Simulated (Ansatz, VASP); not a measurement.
# One calculation of CdSe, two programs

File INCAR:

```
  ALGO = Normal
  EDIFF = 1E-6
  ENCUT = 520
  GGA = PE
  ISIF = 2
  ISMEAR = -1
  LASPH = T
  LCHARG = F
  LREAL = F
  LWAVE = F
  NBANDS = 16
  NELM = 60
  PREC = Accurate
  SIGMA = 0.1
```

KPOINTS

```
k-points
0
Gamma
  14 14 14
```

Contents of POSCAR:

```
CdSe
1.0
    0.0000000000      2.5718002657      2.5718002657
    2.5718002657      0.0000000000      2.5718002657
    2.5718002657      2.5718002657      0.0000000000
Cd Se
1 1
Direct
    0.0000000000      0.0000000000      0.0000000000
    0.5000000000      0.5000000000      0.5000000000
```

Input for Ansatz:

```yaml
crystal:
  lattice:
    - [0.0, 2.5718002657, 2.5718002657]
    - [2.5718002657, 0.0, 2.5718002657]
    - [2.5718002657, 2.5718002657, 0.0]
  atoms:
    - { symbol: Cd, position: [0.0, 0.0, 0.0] }
    - { symbol: Se, position: [0.5, 0.5, 0.5] }
kpoints:
  mp_grid: { grid: [14, 14, 14] }
scf:
  occupations: { method: fermi_dirac, width: 0.1 }
hamiltonian:
  xc: pbe
  pseudopotentials: { kind: paw, core: large }
output:
  forces: true
  stress: true
  eigenvalues: true
```

Change from the starting cell: volume scaled by 0.72, PAW files, core large.

Alike in both runs: task single point; functional PBE; k mesh 14 × 14 × 14; occupations fermi-dirac, width 0.1 eV; no spin polarisation.

|  | VASP | Ansatz |
| --- | --- | --- |
| version | VASP 6.6.1 | Ansatz 0.2.0 |
| potentials or method | VASP PAW PBE potentials, release 64 (Cd, Se) | PAW with other files of Ansatz's library (core large), scalar-relativistic |
| plane-wave cutoff (eV) | 520 | 420 |
| valence electrons in the cell | 18 | 26 |

VASP gave:

| Item | Value |
| --- | --- |
| pressure (GPa) | 44.7 |

Estimate Ansatz's values.

pressure (GPa): 43.3.

Both programs put the cell under a high pressure, so it lies far from rest at this level. VASP's potentials hold 18 valence electrons a cell and Ansatz's 26, so a difference there can come from the potentials and not from the codes. Ansatz's warnings: datasets by core.
